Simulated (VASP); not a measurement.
Wanted: the native input for a VASP 6.6.1 run.

| Quantity | Value |
| --- | --- |
| Task | single point |
| Functional | PBE |
| Potentials or basis | VASP PAW PBE potentials, release 64 (Ni) |
| Cutoff | 520 eV |
| k mesh | 12 × 12 × 12 |
| Occupations | fermi-dirac, width 0.1 eV |
| Spin | collinear spin, ferromagnetic start |
| Starting moments | [1.47] μB |
| Fixed moment | 1.47 μB |
| Dipole correction | no |
| Further INCAR settings | ALGO = Normal; EDIFF = 1e-06; NBANDS = 15 |

The structure of Ni lies in POSCAR:

```
Ni
1.0
    0.0000000000      1.7855000000      1.7855000000
    1.7855000000      0.0000000000      1.7855000000
    1.7855000000      1.7855000000      0.0000000000
Ni
1
Direct
    0.0000000000      0.0000000000      0.0000000000
```

The input as run:

INCAR

```
SYSTEM = Ni
PREC = Accurate
ENCUT = 520
EDIFF = 1E-6
ISMEAR = -1
SIGMA = 0.1
LREAL = .FALSE.
LASPH = .TRUE.
NELM = 150
ALGO = Normal
ISIF = 2
LWAVE = .FALSE.
LCHARG = .FALSE.
ISPIN = 2
MAGMOM = 1.47
LORBIT = 11
NUPDOWN = 1.47
LMAXMIX = 4
GGA = PE
NBANDS = 15
```

KPOINTS

```
regular mesh
0
G
  12 12 12
  0 0 0
```

Potentials or basis: VASP PAW PBE potentials, release 64 (Ni).

The run is started by

```bash
$ cat potpaw_PBE.64/Ni/POTCAR > POTCAR
$ mpirun -np 1 vasp_std > vasp.out
```

Results of the run:

* Pressure: 2.4 GPa
* Net moment: 1.47 μB per cell
* Site moments: Ni +1.41 μB
* Valence electrons inside the program's atomic spheres: Ni 9.19

Caveat: the total moment is fixed, so each spin has its own Fermi level.

Wall time 26 s on 1 thread of AMD EPYC 9R14 (Zen 4) (shared host), peak memory 0.1 GiB.
